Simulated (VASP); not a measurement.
## TaBr: single point with PBE

The system is TaBr.

```xyz
2
Lattice="0.0000 2.9114 2.9114 2.9114 0.0000 2.9114 2.9114 2.9114 0.0000" Properties=species:S:1:pos:R:3 pbc="T T T"
Ta    0.0000    0.0000    0.0000
Br    1.4557    1.4557    1.4557
```

* Program: VASP 6.6.1
* Task: single point
* Functional: PBE
* Potentials or basis: VASP PAW PBE potentials, release 64 (Ta_pv, Br)
* Cutoff: 520 eV
* k mesh: 16 × 16 × 16
* Occupations: gaussian, width 0.1 eV
* Spin: no spin polarisation
* Dipole correction: no
* Further INCAR settings: ALGO = Normal; EDIFF = 1e-06; NBANDS = 16

```
Pressure               : 0.1 GPa
Band gap on the k mesh : zero (band 9 reaches 5.32 eV, above the bottom of band 10 at 4.47 eV)
```

Levels at points of the mesh, in eV from the Fermi level:
```csv
k point,band 5,band 6,band 7,band 8,band 9,band 10,band 11,band 12,band 13,band 14
"(0.00, 0.00, 0.00)",-7.03,-7.03,-7.03,-1.55,-0.31,-0.31,3.34,3.34,3.34,6.14
"(0.50, 0.00, 0.00)",-7.89,-6.77,-6.77,-0.27,0.02,0.02,1.52,1.65,1.65,5.90
"(0.50, 0.50, 0.00)",-8.23,-6.46,-6.46,-1.78,-0.69,0.83,0.98,0.98,5.17,5.74
```

Wall time 90 s on 1 thread of Intel Xeon 6975P-C, on a shared host, peak memory 0.26 GiB.

Caveat: spin-orbit coupling is left out, which moves the levels of the heavy elements.
